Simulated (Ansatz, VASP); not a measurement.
BiS: VASP beside Ansatz

POSCAR

```
BiS
1.0
    4.2531522690      0.0000000000      0.0000000000
   -2.1265761345      3.6833379111      0.0000000000
    0.0000000000      0.0000000000      6.9376951447
Bi S
2 2
Direct
    0.0000000000      0.0000000000      0.0000000000
    0.0000000000      0.0000000000      0.5000000000
    0.3333333333      0.6666666667      0.2500000000
    0.6666666667      0.3333333333      0.7500000000
```

Contents of INCAR.step1:

```
ALGO     = Normal         # electronic algorithm
EDIFF    = 1E-4           # SCF threshold, eV
ENCUT    = 520            # plane-wave cutoff, eV
GGA      = PE             # functional
ISMEAR   = 0              # smearing method
LASPH    = T              # aspherical terms in the spheres
LCHARG   = F              # write CHGCAR
LREAL    = F              # projectors in reciprocal space
LWAVE    = T              # write WAVECAR
NBANDS   = 29             # bands
NELM     = 80             # most SCF steps
PREC     = Accurate       # precision mode
SIGMA    = 0.05           # smearing width, eV
```

INCAR.step2

```
ALGO     = Normal         # electronic algorithm
EDIFF    = 1E-6           # SCF threshold, eV
ENCUT    = 520            # plane-wave cutoff, eV
ISIF     = 2              # what is computed and relaxed
ISMEAR   = 0              # smearing method
ISTART   = 1            
LASPH    = T              # aspherical terms in the spheres
LCHARG   = T              # write CHGCAR
LELF     = T              # ELF
LMIXTAU  = T            
LREAL    = F              # projectors in reciprocal space
LVHAR    = T            
LWAVE    = F              # write WAVECAR
METAGGA  = R2SCAN         # meta-GGA
NBANDS   = 29             # bands
NELM     = 80             # most SCF steps
PREC     = Accurate       # precision mode
SIGMA    = 0.05           # smearing width, eV
```

Contents of KPOINTS:

```
k-points
0
Gamma
  10 10 6
```

Input for Ansatz:

```yaml
crystal:
  lattice:
    - [4.253152269, 0.0, 0.0]
    - [-2.1265761345, 3.6833379111, 0.0]
    - [0.0, 0.0, 6.9376951447]
  atoms:
    - { symbol: Bi, position: [0.0, 0.0, 0.0] }
    - { symbol: Bi, position: [0.0, 0.0, 0.5] }
    - { symbol: S, position: [0.3333333333, 0.6666666667, 0.25] }
    - { symbol: S, position: [0.6666666667, 0.3333333333, 0.75] }
basis:
  ecutwfc: 500
  ecutrho_ratio: 4
kpoints:
  mp_grid: { grid: [10, 10, 6] }
hamiltonian:
  xc: r2scan
scf:
  occupations: { method: gaussian, width: 0.05 }
output:
  forces: true
  stress: true
  eigenvalues: true
  populations: true
  write_density: true
  write_potential: true
  elf: true
  volumetric_format: npy
```

Alike in both runs: task single point; functional r2SCAN; k mesh 10 × 10 × 6; occupations gaussian, width 0.05 eV; no spin polarisation.

```csv
,VASP,Ansatz
version,VASP 6.6.1,Ansatz 0.2.0
potentials or method,"VASP PAW PBE potentials, release 64 (Bi_d, S), cutoff 520 eV","scalar-relativistic, plane waves, PAW"
valence electrons in the cell,42,42
```

|  | VASP | Ansatz | Ansatz less VASP |
| --- | --- | --- | --- |
| gap on the k mesh at the Fermi level (eV) | none | none | - |
| pressure (GPa) | -1.0 | -1.0 | +0.02 |
| traceless stress, the component that is largest in VASP (GPa) | -0.09 | -0.10 | -0.013 |

VASP's potentials were made for PBE, not for r2SCAN. A gap of «none» marks a metal or a gap that the smearing closes. The functional is the same, so the differences come from potentials, cutoffs and numerics.

Neither program's run includes spin-orbit coupling.
